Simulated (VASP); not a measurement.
# SiO2 (P4_2/mnm) in VASP: a series of runs

The runs below take SiO2 through single point, with LDA.

Everything below comes from runs of VASP 6.6.1. Logs are shortened: lines on timing, memory, paths and dates and some standing lists are left out, and cuts for length are marked.

**1. The cell of the first run**

The structure is tetragonal, space group P4_2/mnm (No. 136). The conventional cell has a = 3.868 Å, b = 3.868 Å, c = 2.972 Å, α = 90.00°, β = 90.00°, γ = 90.00°. Si (site symmetry mmm) has 6 O at 1.67 to 1.83 Å within 2.2 Å. O (site symmetry m2m) has 3 Si at 1.67 to 1.83 Å and 1 O at 2.13 Å within 2.2 Å.

**2. Single point, LDA (volume 7.413 Å^3 an atom, c/a of the conventional cell 0.7683)**

Input file INCAR:

```
PREC = Accurate ; ENCUT = 520
EDIFF = 1E-6 ; ISMEAR = 0
SIGMA = 0.05 ; LREAL = F
LASPH = T ; NELM = 60
ALGO = Normal ; ISIF = 2
LWAVE = F ; LCHARG = F
NBANDS = 25
```

Input file KPOINTS:

```
Automatic mesh
0
Gamma
  6 6 10
```

Input file POSCAR:

```
SiO2
1.0
    3.8684602539      0.0000000000      0.0000000000
    0.0000000000      3.8684602539      0.0000000000
    0.0000000000      0.0000000000      2.9721380131
Si O
2 4
Direct
    0.5000000000      0.5000000000      0.5000000000
    0.0000000000      0.0000000000      0.0000000000
    0.6944252994      0.6944252994      0.0000000000
    0.1944252994      0.8055747006      0.5000000000
    0.3055747006      0.3055747006      0.0000000000
    0.8055747006      0.1944252994      0.5000000000
```

Potentials or basis: VASP PAW LDA potentials, release 64 (Si, O).

Run with:

```bash
cat potpaw_LDA.64/Si/POTCAR potpaw_LDA.64/O/POTCAR > POTCAR
mpirun -np 1 vasp_std > vasp.out
```

OUTCAR:

```text
PREC = Accurate
   ENCUT = 520
   EDIFF = 1E-6
   ISMEAR = 0
   LREAL = F
   LASPH = T
   NELM = 60
   ISIF = 2

 ion  position               nearest neighbor table
   1  0.500  0.500  0.500-   4 1.67   6 1.67   5 1.83   3 1.83   3 1.83   5 1.83   2 3.11   2 3.11
                             2 3.11   2 3.11   2 3.11   2 3.11   2 3.11   2 3.11
   2  0.000  0.000  0.000-   3 1.67   5 1.67   4 1.83   6 1.83   4 1.83   6 1.83   1 3.11   1 3.11
                             1 3.11   1 3.11   1 3.11   1 3.11   1 3.11   1 3.11
   3  0.694  0.694  0.000-   2 1.67   1 1.83   1 1.83
   4  0.194  0.806  0.500-   1 1.67   2 1.83   2 1.83
   5  0.306  0.306  0.000-   2 1.67   1 1.83   1 1.83
   6  0.806  0.194  0.500-   1 1.67   2 1.83   2 1.83

  LATTYP: Found a simple tetragonal cell.
 ALAT       =     3.8684602539
 C/A-ratio  =     0.7683000000

  Lattice vectors:

 A1 = (   3.8684602539,   0.0000000000,   0.0000000000)
 A2 = (   0.0000000000,   3.8684602539,   0.0000000000)
 A3 = (   0.0000000000,   0.0000000000,   2.9721380131)

Analysis of symmetry for initial positions (statically):
=====================================================================
 Subroutine PRICEL returns:
 Original cell was already a primitive cell.

 Routine SETGRP: Setting up the symmetry group for a
 simple tetragonal supercell.

 Subroutine GETGRP returns: Found 16 space group operations
 (whereof  8 operations were pure point group operations)
 out of a pool of 16 trial point group operations.

The static configuration has the point symmetry D_2h.
 The point group associated with its full space group is D_4h.

Analysis of symmetry for dynamics (positions and initial velocities):
=====================================================================
 Subroutine PRICEL returns:
 Original cell was already a primitive cell.

 Routine SETGRP: Setting up the symmetry group for a
 simple tetragonal supercell.

 Subroutine GETGRP returns: Found 16 space group operations
 (whereof  8 operations were pure point group operations)
 out of a pool of 16 trial point group operations.

The dynamic configuration has the point symmetry D_2h.
 The point group associated with its full space group is D_4h.

 Subroutine INISYM returns: Found 16 space group operations
 (whereof  8 operations are pure point group operations),
 and found     1 'primitive' translations

----------------------------------------------------------------------------------------

                                     Primitive cell

  volume of cell :      44.4780

  direct lattice vectors                    reciprocal lattice vectors
     3.868460254  0.000000000  0.000000000     0.258500782  0.000000000  0.000000000
     0.000000000  3.868460254  0.000000000     0.000000000  0.258500782  0.000000000
     0.000000000  0.000000000  2.972138013     0.000000000  0.000000000  0.336458131

  length of vectors
     3.868460254  3.868460254  2.972138013     0.258500782  0.258500782  0.336458131

  position of ions in fractional coordinates (direct lattice)
     0.500000000  0.500000000  0.500000000
     0.000000000  0.000000000  0.000000000
     0.694425299  0.694425299  0.000000000
     0.194425299  0.805574701  0.500000000
     0.305574701  0.305574701  0.000000000
     0.805574701  0.194425299  0.500000000

  ion indices of the primitive-cell ions
   primitive index   ion index
                 1           1
                 2           2
                 3           3
                 4           4
                 5           5
                 6           6

----------------------------------------------------------------------------------------

 KPOINTS: Automatic mesh

Automatic generation of k-mesh.
 Grid dimensions read from file:
 generate k-points for:    6    6   10

 Generating k-lattice:

  Cartesian coordinates                     Fractional coordinates (reciprocal lattice)
     0.043083464  0.000000000  0.000000000     0.166666667  0.000000000  0.000000000
     0.000000000  0.043083464  0.000000000     0.000000000  0.166666667  0.000000000
     0.000000000  0.000000000  0.033645813     0.000000000  0.000000000  0.100000000

  Length of vectors
     0.043083464  0.043083464  0.033645813

  Shift w.r.t. Gamma in fractional coordinates (k-lattice)
     0.000000000  0.000000000  0.000000000

 Subroutine IBZKPT returns following result:
 ===========================================

 Found     60 irreducible k-points:

 Following reciprocal coordinates:
            Coordinates               Weight
  0.000000  0.000000  0.000000      1.000000
  0.166667  0.000000  0.000000      4.000000
  0.333333  0.000000  0.000000      4.000000
  0.500000  0.000000  0.000000      2.000000
  0.166667  0.166667  0.000000      4.000000
  0.333333  0.166667  0.000000      8.000000
[... 16 lines left out ...]
  0.333333  0.000000  0.200000      8.000000
  0.500000  0.000000  0.200000      4.000000
 [... further k-points ...]
   k-points           NKPTS =     60   k-points in BZ     NKDIM =     60   number of bands    NBANDS=     25
   number of dos      NEDOS =    301   number of ions     NIONS =      6
   total plane-waves  NPLWV =  21600
   dimension x,y,z NGX =    30 NGY =   30 NGZ =   24
   dimension x,y,z NGXF=    60 NGYF=   60 NGZF=   48
   ions per type =               2   4
   NGX,Y,Z   is equivalent  to a cutoff of  12.89, 12.89, 13.42 a.u.
   NGXF,Y,Z  is equivalent  to a cutoff of  25.78, 25.78, 26.85 a.u.
 SYSTEM =  unknown system
   PREC   = accura    normal or accurate (medium, high low for compatibility)
   ISTART =      0    job   : 0-new  1-cont  2-samecut
   ICHARG =      2    charge: 1-file 2-atom 10-const
   ISPIN  =      1    spin polarized calculation?
   LNONCOLLINEAR =      F non collinear calculations
   LSORBIT =      F    spin-orbit coupling
   LASPH  =      T    aspherical Exc in radial PAW
   ENCUT  =  520.0 eV  38.22 Ry    6.18 a.u.   7.19  7.19  5.53*2*pi/ulx,y,z
   NELM   =     60;   NELMIN=  2; NELMDL= -5     # of ELM steps
   EDIFF  = 0.1E-05   stopping-criterion for ELM
   LREAL  =      F    real-space projection
   EDIFFG = 0.1E-04   stopping-criterion for IOM
   NSW    =      0    number of steps for IOM
   IBRION =     -1    ionic relax: 0-MD 1-quasi-New 2-CG
   NFREE  =      0    steps in history (QN), initial steepest desc. (CG)
   ISIF   =      2    stress and relaxation
   ISYM   =      2    0-nonsym 1-usesym 2-fastsym
   POTIM  = 0.5000    time-step for ionic-motion
   TEBEG  =    0.0;   TEEND  =   0.0 temperature during run
   PSTRESS=    0.0 pullay stress
   NELECT =      32.0000    total number of electrons
   NUPDOWN=      -1.0000    fix difference up-down
   EMIN   =  10.00;   EMAX   =-10.00  energy-range for DOS
   EFERMI =   0.00;   METHOD = LEGACY
   ISMEAR =     0;   SIGMA  =   0.05  broadening in eV -4-tet -1-fermi 0-gaus
   EFERMI_NEDOS =   21; number of points for ismear=-14 and -15
   IALGO  =     38    algorithm
   IMIX   =      4    mixing-type and parameters
     AMIX     =   0.40;   BMIX     =  1.00
     AMIX_MAG =   1.60;   BMIX_MAG =  1.00
  volume/ion in A,a.u.               =       7.41        50.03
  Fermi-wavevector in a.u.,A,eV,Ry     =   1.466931  2.772098 29.278201  2.151887
  Thomas-Fermi vector in A             =   2.582610
   LORBIT       =      0    0 simple, 1 ext, 2 COOP (PROOUT), +10 PAW based schemes
   GGA     = CA    functional components
   LHFCALC =     F    Hartree Fock is set to
   AEXX    =    0.0000 exact exchange contribution
   IVDW    =     0    specifies the selected vdW correction
   LEPSILON=     F    determine dielectric tensor
   LRPA    =     F    only Hartree local field effects (RPA)
 non-spin polarized calculation
 Gauss-broadening in eV      SIGMA  =   0.05
  energy-cutoff  :      520.00
  volume of cell :       44.48
 maximum number of plane-waves:      1220
 NGX is ok and might be reduce to    30
   NGX = 15   NGY = 15   NGZ = 11

 number of electron      31.9999973 magnetization

 Free energy of the ion-electron system (eV)
  ---------------------------------------------------
  ext. energy  EPLUGINS =         0.00000000
  ---------------------------------------------------
  free energy    TOTEN  =       -50.60164844 eV

  energy without entropy =      -50.60164844  energy(sigma->0) =      -50.60164844

 E-fermi :   8.8567     XC(G=0): -13.0218

 val. band max:        8.5809150546   @ k =   0.0000   0.0000   0.0000
 cond. band min:      13.3044535277   @ k =   0.0000   0.0000   0.0000
 fundamental gap:      4.7235384732
 Fermi energy:         8.8567355664

 k-point     1 :       0.0000    0.0000    0.0000
  band No.  band energies     occupation
      1     -13.8276      2.00000
      2      -9.4473      2.00000
      3      -9.4473      2.00000
      4      -8.9693      2.00000
      5      -2.2555      2.00000
      6       1.4232      2.00000
[... 17 lines left out ...]
     24      25.3377      0.00000
     25      25.7223      0.00000

 k-point     2 :       0.1667    0.0000    0.0000
  band No.  band energies     occupation
      1     -13.6464      2.00000
      2     -10.1468      2.00000
      3      -9.3666      2.00000
      4      -8.6985      2.00000
      5      -1.9316      2.00000
      6       1.5867      2.00000
[... 17 lines left out ...]
     24      24.6781      0.00000
     25      24.8621      0.00000

 k-point     3 :       0.3333    0.0000    0.0000
  band No.  band energies     occupation
      1     -13.1159      2.00000
      2     -11.2322      2.00000
      3      -9.1491      2.00000
      4      -8.6669      2.00000
      5      -1.1565      2.00000
      6       0.9794      2.00000
[... 552 lines left out ...]
 k-point    23 :       0.3333    0.0000    0.2000
  band No.  band energies     occupation
      1     -12.7105      2.00000
      2     -10.9624      2.00000
      3      -9.1243      2.00000
      4      -8.9192      2.00000
      5      -0.9458      2.00000
      6       0.8690      2.00000
[... 17 lines left out ...]
     24      22.7798      0.00000
     25      23.6148      0.00000

 k-point    24 :       0.5000    0.0000    0.2000
  band No.  band energies     occupation
      1     -11.9242      2.00000
      2     -11.9242      2.00000
      3      -8.9857      2.00000
      4      -8.9857      2.00000
      5       0.0911      2.00000
      6       0.0911      2.00000
[... 17 lines left out ...]
     24      22.0278      0.00000
     25      23.2816      0.00000

 [... further k-points ...]
[... 5 lines left out ...]
  --------------------------------------------------------------------------------------
  -------------------------------------------------------------------------------------
  Total       10.3761550     10.3761550    -10.4855688     -0.0000000      0.0000000      0.0000000
  in kB      373.7677120    373.7677120   -377.7089934     -0.0000000      0.0000000      0.0000000
  external PRESSURE =     123.2754768 kB  Pullay stress =       0.0000000 kB

 VOLUME and BASIS-vectors are now :
 -----------------------------------------------------------------------------
  energy-cutoff  :      520.00
  volume of cell :       44.48
      direct lattice vectors                 reciprocal lattice vectors
     3.868460254  0.000000000  0.000000000     0.258500782  0.000000000  0.000000000
     0.000000000  3.868460254  0.000000000     0.000000000  0.258500782  0.000000000
     0.000000000  0.000000000  2.972138013     0.000000000  0.000000000  0.336458131

 POSITION                                       TOTAL-FORCE (eV/Angst)
 -----------------------------------------------------------------------------------
      1.93423      1.93423      1.48607         0.000000      0.000000     -0.000000
      0.00000      0.00000      0.00000         0.000000      0.000000     -0.000000
      2.68636      2.68636      0.00000         0.473461      0.473461      0.000000
      0.75213      3.11633      1.48607         0.473461     -0.473461     -0.000000
      1.18210      1.18210      0.00000        -0.473461     -0.473461     -0.000000
      3.11633      0.75213      1.48607        -0.473461      0.473461      0.000000
 -----------------------------------------------------------------------------------
    total drift:                               -0.000000      0.000000      0.000000

  FREE ENERGIE OF THE ION-ELECTRON SYSTEM (eV)
  ---------------------------------------------------
  free  energy   TOTEN  =       -50.6016484425 eV

  energy  without entropy=      -50.6016484425  energy(sigma->0) =      -50.60164844
```

It took 44 s on 1 thread of Intel Xeon 6975P-C, shared host; peak memory 0.17 GiB.

Results:

```yaml
Free_energy: -50.6016 eV
Pressure: 12.3 GPa
Largest_force: 0.670 eV/Å
Band_gap_on_the_k_mesh: 4.72 eV, direct
```

Forces in eV/Å, atoms in the order of the input:
```
Si   0.000  0.000  0.000
Si   0.000  0.000  0.000
O    0.473  0.473  0.000
O    0.473 -0.473  0.000
O   -0.473 -0.473  0.000
O   -0.473  0.473  0.000
```

Levels at points of the mesh, in eV from the valence-band top:
| k point | band 14 | band 15 | band 16 | band 17 | band 18 | band 19 |
| --- | --- | --- | --- | --- | --- | --- |
| (0.00, 0.00, 0.00) | -0.46 | -0.46 | 0.00 | 4.72 | 5.63 | 6.55 |
| (0.50, 0.00, 0.00) | -2.77 | -0.79 | -0.79 | 6.93 | 6.93 | 7.67 |
| (0.50, 0.50, 0.00) | -3.12 | -1.41 | -1.41 | 6.63 | 6.63 | 9.15 |
| (0.00, 0.00, 0.50) | -3.55 | -2.24 | -2.24 | 9.93 | 9.93 | 11.92 |
| (0.50, 0.00, 0.50) | -1.57 | -1.31 | -1.31 | 9.74 | 9.74 | 12.14 |
| (0.50, 0.50, 0.50) | -1.05 | -0.93 | -0.93 | 8.31 | 8.31 | 11.97 |

 A k mesh can miss the band edges.

**3. Single point, LDA (volume 7.413 Å^3 an atom, c/a of the conventional cell 0.5339)**

Input file INCAR:

```
PREC     = Accurate       # precision mode
ENCUT    = 520            # plane-wave cutoff, eV
EDIFF    = 1E-6           # SCF threshold, eV
ISMEAR   = 0              # smearing method
SIGMA    = 0.05           # smearing width, eV
LREAL    = F              # projectors in reciprocal space
LASPH    = T              # aspherical terms in the spheres
NELM     = 80             # most SCF steps
ALGO     = Normal         # electronic algorithm
ISIF     = 2              # what is computed and relaxed
LWAVE    = F              # write WAVECAR
LCHARG   = F              # write CHGCAR
GGA      = CA             # functional
NBANDS   = 25             # bands
```

KPOINTS is that of step 2.

Changes to POSCAR since step 2:

```diff
@@ -2,5 +2,5 @@
 1.0
-    3.8684602539      0.0000000000      0.0000000000
-    0.0000000000      3.8684602539      0.0000000000
-    0.0000000000      0.0000000000      2.9721380131
+    4.3674550431      0.0000000000      0.0000000000
+    0.0000000000      4.3674550431      0.0000000000
+    0.0000000000      0.0000000000      2.3317842475
 Si O
```

Potentials or basis: VASP PAW LDA potentials, release 64 (Si, O).

Run with:

```bash
cat potpaw_LDA.64/Si/POTCAR potpaw_LDA.64/O/POTCAR > POTCAR
mpirun -np 1 vasp_std > vasp.out
```

It took 30 s on 1 thread of Intel Xeon 6975P-C, shared host; peak memory 0.16 GiB.

It converged, with:

```yaml
Free_energy: -49.9202 eV
Pressure: 30.2 GPa
Largest_force: 0.616 eV/Å
Band_gap_on_the_k_mesh: 6.18 eV, direct
```

Forces on the atoms (eV/Å):
```
Si   0.000  0.000  0.000
Si   0.000  0.000  0.000
O   -0.436 -0.436  0.000
O   -0.436  0.436  0.000
O    0.436  0.436  0.000
O    0.436 -0.436  0.000
```

Stress tensor (GPa, compression positive):
```
-10.60   0.00   0.00
  0.00 -10.60   0.00
  0.00   0.00 111.84
```

Levels at points of the mesh, in eV from the valence-band top:
| k point | band 13 | band 14 | band 15 | band 16 | band 17 | band 18 | band 19 | band 20 |
| --- | --- | --- | --- | --- | --- | --- | --- | --- |
| (0.00, 0.00, 0.00) | -0.99 | -0.99 | -0.96 | 0.00 | 6.18 | 10.18 | 10.58 | 10.58 |
| (0.50, 0.00, 0.00) | -1.25 | -1.25 | -1.22 | -1.22 | 8.34 | 8.34 | 11.17 | 11.17 |
| (0.50, 0.50, 0.00) | -1.92 | -1.92 | -1.61 | -1.61 | 8.99 | 8.99 | 10.76 | 10.76 |
| (0.00, 0.00, 0.50) | -2.50 | -2.50 | -2.40 | -2.40 | 9.36 | 9.36 | 11.93 | 11.93 |
| (0.50, 0.00, 0.50) | -2.33 | -2.33 | -1.50 | -1.50 | 8.87 | 8.87 | 8.96 | 8.96 |
| (0.50, 0.50, 0.50) | -1.87 | -1.87 | -1.30 | -1.30 | 7.12 | 7.12 | 10.86 | 10.86 |

 A k mesh can miss the band edges.

[end of part 1 of 2]
